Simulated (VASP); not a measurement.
# Si2Mo: electric field gradients with PBE

The system is Si2Mo.

```xyz
3
Lattice="-1.6000 1.6000 4.0484 1.6000 -1.6000 4.0484 1.6000 1.6000 -4.0484" Properties=species:S:1:pos:R:3 pbc="T T T"
Si    0.0000    0.0000    2.6962
Si    0.0000    0.0000    5.4006
Mo    0.0000    0.0000    0.0000
```

This cell differs from its parent crystal: zz strain of +3 %.

```
Program                : VASP 6.6.1
Task                   : electric field gradients
Functional             : PBE
Potentials or basis    : VASP PAW PBE potentials, release 64 (Si, Mo_sv)
Cutoff                 : 520 eV
k mesh                 : 12 × 12 × 16
Occupations            : fermi-dirac, width 0.03 eV
Spin                   : no spin polarisation
Dipole correction      : no
Further INCAR settings : ALGO = Normal; EDIFF = 1e-08; NBANDS = 18; ISYM = 0
```

The pressure is -4.0 GPa and the largest force is 0.340 eV/Å. The band gap on the k mesh is zero (band 11 reaches 12.44 eV, above the bottom of band 12 at 11.50 eV).

Forces on the atoms (eV/Å):
```
Si   0.000  0.000  0.340
Si   0.000  0.000 -0.340
Mo   0.000  0.000  0.000
```

Stress tensor (GPa, compression positive):
```
  0.06   0.00  -0.01
  0.00   0.06  -0.01
 -0.01  -0.01 -12.03
```

Levels at points of the mesh, in eV from the Fermi level:
```csv
k point,band 8,band 9,band 10,band 11,band 12,band 13,band 14,band 15
"(0.00, 0.00, 0.00)",-2.99,-2.52,-2.52,0.47,3.00,3.16,3.67,3.69
"(0.50, 0.00, 0.00)",-4.50,-2.63,-2.35,-0.47,2.19,3.06,3.60,3.82
"(0.00, 0.50, 0.00)",-4.50,-2.63,-2.35,-0.47,2.19,3.06,3.60,3.82
"(0.50, 0.50, 0.00)",-5.35,-4.41,-3.19,-1.17,2.28,2.45,2.55,2.80
"(0.00, 0.00, 0.50)",-5.35,-4.41,-3.19,-1.17,2.28,2.45,2.55,2.80
"(0.50, 0.00, 0.50)",-4.50,-2.63,-2.35,-0.47,2.19,3.06,3.60,3.82
"(0.00, 0.50, 0.50)",-4.50,-2.63,-2.35,-0.47,2.19,3.06,3.60,3.82
"(0.50, 0.50, 0.50)",-2.26,-0.65,-0.65,-0.41,-0.41,0.58,3.92,4.64
```

Electric field gradients, principal values (V/Å²):
| atom | least | middle | greatest (by size) |
| --- | --- | --- | --- |
| 1 Si | 3.119 | 3.125 | -6.243 |
| 2 Si | 3.119 | 3.125 | -6.243 |
| 3 Mo | 11.040 | 11.303 | -22.343 |

Wall time 18 min on 1 thread of Intel Xeon 6975P-C, with other jobs on the host, peak memory 0.87 GiB.

Caveat: the cell differs from its parent crystal (zz strain of +3 %); without QUAD_EFG the Cq values of the log hold for a quadrupole moment of 1 mb, not for the nuclei.
